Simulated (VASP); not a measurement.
# Os (Fd-3m) in VASP: notebook

The runs below take Os through single point, relaxation of cell and atoms, with LDA.

Program: VASP 6.6.1. These are calculated values, not measurements. Logs are shortened: lines on timing, memory, paths and dates and some standing lists are left out, and cuts for length are marked.

## Step 1: The cell of the first run

It takes space group Fd-3m (No. 227, cubic). The conventional cell has a = 5.471 Å, b = 5.471 Å, c = 5.471 Å, α = 90.00°, β = 90.00°, γ = 90.00°. Os (site symmetry -43m) has 4 Os at 2.37 Å within 3.1 Å.

This isn't the form of Os at room conditions, which is hcp.

## Step 2: Single point, LDA

INCAR reads:

```
SYSTEM = Os
PREC     = Accurate       ! precision mode
ENCUT    = 600            ! plane-wave cutoff, eV
EDIFF    = 1E-6           ! SCF threshold, eV
ISMEAR   = -1             ! smearing method
SIGMA    = 0.05           ! smearing width, eV
LREAL    = .False.        ! projectors in reciprocal space
LASPH    = .True.         ! aspherical terms in the spheres
NELM     = 120            ! most SCF steps
ALGO     = Normal         ! electronic algorithm
ISIF     = 2              ! what is computed and relaxed
LWAVE    = .False.        ! write WAVECAR
LCHARG   = .False.        ! write CHGCAR
NBANDS   = 15             ! bands
GGA_COMPAT= .False.
```

KPOINTS reads:

```
regular mesh
0
Gamma
  7 7 7
  0 0 0
```

POSCAR reads:

```
Os
1.0
    0.0000000000      2.7356361355      2.7356361355
    2.7356361355      0.0000000000      2.7356361355
    2.7356361355      2.7356361355      0.0000000000
Os
2
Direct
    1.0000000000      1.0000000000      1.0000000000
    0.2500000000      0.2500000000      0.2500000000
```

Potentials or basis: VASP PAW LDA potentials, release 64 (Os).

Run with:

```console
$ cat potpaw_LDA.64/Os/POTCAR > POTCAR
$ mpirun -np 1 vasp_std > vasp.out
```

OUTCAR:

```text
SYSTEM = Os
   PREC = Accurate
   ENCUT = 600
   EDIFF = 1E-6
   ISMEAR = -1
   LREAL = .False.
   LASPH = .True.
   NELM = 120
   ISIF = 2

 ion  position               nearest neighbor table
   1  0.000  0.000  0.000-   2 2.37   2 2.37   2 2.37   2 2.37
   2  0.250  0.250  0.250-   1 2.37   1 2.37   1 2.37   1 2.37

  LATTYP: Found a face centered cubic cell.
 ALAT       =     5.4712722710

  Lattice vectors:

 A1 = (   0.0000000000,   2.7356361355,   2.7356361355)
 A2 = (   2.7356361355,   0.0000000000,   2.7356361355)
 A3 = (   2.7356361355,   2.7356361355,   0.0000000000)

Analysis of symmetry for initial positions (statically):
=====================================================================
 Subroutine PRICEL returns:
 Original cell was already a primitive cell.

 Routine SETGRP: Setting up the symmetry group for a
 face centered cubic supercell.

 Subroutine GETGRP returns: Found 48 space group operations
 (whereof 24 operations were pure point group operations)
 out of a pool of 48 trial point group operations.

The static configuration has the point symmetry T_d .
 The point group associated with its full space group is O_h .

Analysis of symmetry for dynamics (positions and initial velocities):
=====================================================================
 Subroutine PRICEL returns:
 Original cell was already a primitive cell.

 Routine SETGRP: Setting up the symmetry group for a
 face centered cubic supercell.

 Subroutine GETGRP returns: Found 48 space group operations
 (whereof 24 operations were pure point group operations)
 out of a pool of 48 trial point group operations.

The dynamic configuration has the point symmetry T_d .
 The point group associated with its full space group is O_h .

 Subroutine INISYM returns: Found 48 space group operations
 (whereof 24 operations are pure point group operations),
 and found     1 'primitive' translations

----------------------------------------------------------------------------------------

                                     Primitive cell

  volume of cell :      40.9454

  direct lattice vectors                    reciprocal lattice vectors
     0.000000000  2.735636136  2.735636136    -0.182772845  0.182772845  0.182772845
     2.735636136  0.000000000  2.735636136     0.182772845 -0.182772845  0.182772845
     2.735636136  2.735636136  0.000000000     0.182772845  0.182772845 -0.182772845

  length of vectors
     3.868773725  3.868773725  3.868773725     0.316571854  0.316571854  0.316571854

  position of ions in fractional coordinates (direct lattice)
     0.000000000  0.000000000  0.000000000
     0.250000000  0.250000000  0.250000000

  ion indices of the primitive-cell ions
   primitive index   ion index
                 1           1
                 2           2

----------------------------------------------------------------------------------------

 KPOINTS: regular mesh

Automatic generation of k-mesh.
 Grid dimensions read from file:
 generate k-points for:    7    7    7

 Generating k-lattice:

  Cartesian coordinates                     Fractional coordinates (reciprocal lattice)
    -0.026110406  0.026110406  0.026110406     0.142857143  0.000000000  0.000000000
     0.026110406 -0.026110406  0.026110406     0.000000000  0.142857143  0.000000000
     0.026110406  0.026110406 -0.026110406     0.000000000  0.000000000  0.142857143

  Length of vectors
     0.045224551  0.045224551  0.045224551

  Shift w.r.t. Gamma in fractional coordinates (k-lattice)
     0.000000000  0.000000000  0.000000000

 Subroutine IBZKPT returns following result:
 ===========================================

 Found     20 irreducible k-points:

 Following reciprocal coordinates:
            Coordinates               Weight
  0.000000  0.000000  0.000000      1.000000
  0.142857  0.000000  0.000000      8.000000
  0.285714  0.000000  0.000000      8.000000
  0.428571  0.000000  0.000000      8.000000
  0.142857  0.142857  0.000000      6.000000
  0.285714  0.142857  0.000000     24.000000
[... 12 lines left out ...]
 -0.428571  0.428571  0.142857     24.000000
 -0.285714  0.428571  0.142857     24.000000
   k-points           NKPTS =     20   k-points in BZ     NKDIM =     20   number of bands    NBANDS=     15
   number of dos      NEDOS =    301   number of ions     NIONS =      2
   total plane-waves  NPLWV =  32768
   dimension x,y,z NGX =    32 NGY =   32 NGZ =   32
   dimension x,y,z NGXF=    64 NGYF=   64 NGZF=   64
   ions per type =               2
   NGX,Y,Z   is equivalent  to a cutoff of  13.75, 13.75, 13.75 a.u.
   NGXF,Y,Z  is equivalent  to a cutoff of  27.50, 27.50, 27.50 a.u.
 SYSTEM =  Os
   PREC   = accura    normal or accurate (medium, high low for compatibility)
   ISTART =      0    job   : 0-new  1-cont  2-samecut
   ICHARG =      2    charge: 1-file 2-atom 10-const
   ISPIN  =      1    spin polarized calculation?
   LNONCOLLINEAR =      F non collinear calculations
   LSORBIT =      F    spin-orbit coupling
   LASPH  =      T    aspherical Exc in radial PAW
   ENCUT  =  600.0 eV  44.10 Ry    6.64 a.u.   7.73  7.73  7.73*2*pi/ulx,y,z
   NELM   =    120;   NELMIN=  2; NELMDL= -5     # of ELM steps
   EDIFF  = 0.1E-05   stopping-criterion for ELM
   LREAL  =      F    real-space projection
   EDIFFG = 0.1E-04   stopping-criterion for IOM
   NSW    =      0    number of steps for IOM
   IBRION =     -1    ionic relax: 0-MD 1-quasi-New 2-CG
   NFREE  =      0    steps in history (QN), initial steepest desc. (CG)
   ISIF   =      2    stress and relaxation
   ISYM   =      2    0-nonsym 1-usesym 2-fastsym
   POTIM  = 0.5000    time-step for ionic-motion
   TEBEG  =    0.0;   TEEND  =   0.0 temperature during run
   PSTRESS=    0.0 pullay stress
   NELECT =      16.0000    total number of electrons
   NUPDOWN=      -1.0000    fix difference up-down
   EMIN   =  10.00;   EMAX   =-10.00  energy-range for DOS
   EFERMI =   0.00;   METHOD = LEGACY
   ISMEAR =    -1;   SIGMA  =   0.05  broadening in eV -4-tet -1-fermi 0-gaus
   EFERMI_NEDOS =   21; number of points for ismear=-14 and -15
   IALGO  =     38    algorithm
   IMIX   =      4    mixing-type and parameters
     AMIX     =   0.40;   BMIX     =  1.00
     AMIX_MAG =   1.60;   BMIX_MAG =  1.00
  volume/ion in A,a.u.               =      20.47       138.16
  Fermi-wavevector in a.u.,A,eV,Ry     =   1.196869  2.261754 19.490272  1.432495
  Thomas-Fermi vector in A             =   2.332798
   LORBIT       =      0    0 simple, 1 ext, 2 COOP (PROOUT), +10 PAW based schemes
   GGA     = CA    functional components
   LHFCALC =     F    Hartree Fock is set to
   AEXX    =    0.0000 exact exchange contribution
   IVDW    =     0    specifies the selected vdW correction
   LEPSILON=     F    determine dielectric tensor
   LRPA    =     F    only Hartree local field effects (RPA)
 non-spin polarized calculation
  energy-cutoff  :      600.00
  volume of cell :       40.95
 maximum number of plane-waves:      1383
   NGX = 15   NGY = 15   NGZ = 15

 number of electron      16.0000001 magnetization

 Free energy of the ion-electron system (eV)
  ---------------------------------------------------
  ext. energy  EPLUGINS =         0.00000000
  ---------------------------------------------------
  free energy    TOTEN  =       -22.42514601 eV

  energy without entropy =      -22.41287835  energy(sigma->0) =      -22.41901218

 E-fermi :   4.6282     XC(G=0): -11.6746

 val. band max:        4.5341788981   @ k =  -0.1429   0.1429   0.0000
 cond. band min:       4.6639877215   @ k =   0.2857   0.1429   0.0000
 fundamental gap:      0.1298088234
 Fermi energy:         4.6281825869

 k-point     1 :       0.0000    0.0000    0.0000
  band No.  band energies     occupation
      1      -3.0982      2.00000
      2       0.2677      2.00000
      3       0.2677      2.00000
      4       0.9850      2.00000
      5       0.9850      2.00000
      6       0.9850      2.00000
      7       4.0936      1.99995
      8       4.0936      1.99995
      9       4.0936      1.99995
     10       7.3950      0.00000
     11       7.3950      0.00000
     12      16.0942      0.00000
     13      16.3263      0.00000
     14      17.6801      0.00000
     15      17.6801      0.00000

 k-point     2 :       0.1429    0.0000    0.0000
  band No.  band energies     occupation
      1      -2.7137      2.00000
      2       0.1106      2.00000
      3       0.1106      2.00000
      4       0.9324      2.00000
      5       1.2801      2.00000
      6       1.2801      2.00000
      7       3.6820      2.00000
      8       4.0559      1.99998
      9       4.0559      1.99998
     10       7.3510      0.00000
     11       7.3510      0.00000
     12      14.8109      0.00000
     13      15.7830      0.00000
     14      17.5003      0.00000
     15      17.5003      0.00000

 k-point     3 :       0.2857    0.0000    0.0000
  band No.  band energies     occupation
      1      -1.7238      2.00000
      2       0.0980      2.00000
      3       0.0980      2.00000
      4       0.8120      2.00000
      5       1.3965      2.00000
      6       1.3965      2.00000
      7       2.9993      2.00000
      8       4.2993      1.99722
      9       4.2993      1.99722
     10       7.1434      0.00000
     11       7.1434      0.00000
     12      11.1697      0.00000
     13      14.9330      0.00000
     14      16.0165      0.00000
     15      16.0165      0.00000
[... 271 lines left out ...]
 k-point    19 :      -0.4286    0.4286    0.1429
  band No.  band energies     occupation
      1      -0.6161      2.00000
      2      -0.3239      2.00000
      3       0.6468      2.00000
      4       0.8662      2.00000
      5       1.8043      2.00000
      6       2.2746      2.00000
      7       2.4824      2.00000
      8       3.8681      2.00000
      9       6.5271      0.00000
     10       6.7169      0.00000
     11       7.7138      0.00000
     12       8.6241      0.00000
     13       9.2166      0.00000
     14       9.7625      0.00000
     15      17.0316      0.00000

 k-point    20 :      -0.2857    0.4286    0.1429
  band No.  band energies     occupation
      1      -0.6371      2.00000
      2      -0.3781      2.00000
      3       0.7642      2.00000
      4       0.7798      2.00000
      5       1.8480      2.00000
      6       2.7661      2.00000
      7       2.8622      2.00000
      8       3.1355      2.00000
      9       6.7510      0.00000
     10       7.2318      0.00000
     11       7.4159      0.00000
     12       7.7067      0.00000
     13       8.7087      0.00000
     14      10.0594      0.00000
     15      17.6739      0.00000

------------------------ aborting loop because EDIFF is reached ----------------------------------------

  FORCE on cell =-STRESS in cart. coord.  units (eV):
  Direction    XX          YY          ZZ          XY          YZ          ZX
  --------------------------------------------------------------------------------------
  -------------------------------------------------------------------------------------
  Total       -0.3424899     -0.3424899     -0.3424899      0.0000000      0.0000000      0.0000000
  in kB      -13.4015001    -13.4015001    -13.4015001      0.0000000      0.0000000      0.0000000
  external PRESSURE =     -13.4015001 kB  Pullay stress =       0.0000000 kB

 VOLUME and BASIS-vectors are now :
 -----------------------------------------------------------------------------
  energy-cutoff  :      600.00
  volume of cell :       40.95
      direct lattice vectors                 reciprocal lattice vectors
     0.000000000  2.735636136  2.735636136    -0.182772845  0.182772845  0.182772845
     2.735636136  0.000000000  2.735636136     0.182772845 -0.182772845  0.182772845
     2.735636136  2.735636136  0.000000000     0.182772845  0.182772845 -0.182772845

 POSITION                                       TOTAL-FORCE (eV/Angst)
 -----------------------------------------------------------------------------------
      0.00000      0.00000      0.00000        -0.000000      0.000000      0.000000
      1.36782      1.36782      1.36782         0.000000     -0.000000     -0.000000
 -----------------------------------------------------------------------------------
    total drift:                               -0.000000      0.000000      0.000000

  FREE ENERGIE OF THE ION-ELECTRON SYSTEM (eV)
  ---------------------------------------------------
  free  energy   TOTEN  =       -22.4251460110 eV

  energy  without entropy=      -22.4128783541  energy(sigma->0) =      -22.41901218
```

Run time: 5.8 s. Hardware: 1 thread of Intel Xeon 6975P-C (Granite Rapids), shared host; peak memory 0.15 GiB.

Results:

```yaml
Free_energy: -22.4251 eV
Pressure: -1.3 GPa
Band_gap_on_the_k_mesh: zero (bands 8 and 9 overlap by 1.06 eV)
```

Levels at points of the mesh, in eV from the Fermi level:
| k point | band 5 | band 6 | band 7 | band 8 | band 9 | band 10 | band 11 | band 12 |
| --- | --- | --- | --- | --- | --- | --- | --- | --- |
| (0.00, 0.00, 0.00) | -3.64 | -3.64 | -0.53 | -0.53 | -0.53 | 2.77 | 2.77 | 11.47 |

Caveat: spin-orbit coupling is left out, which moves the levels of the heavy elements.

(Continued in part 2 of 2.)
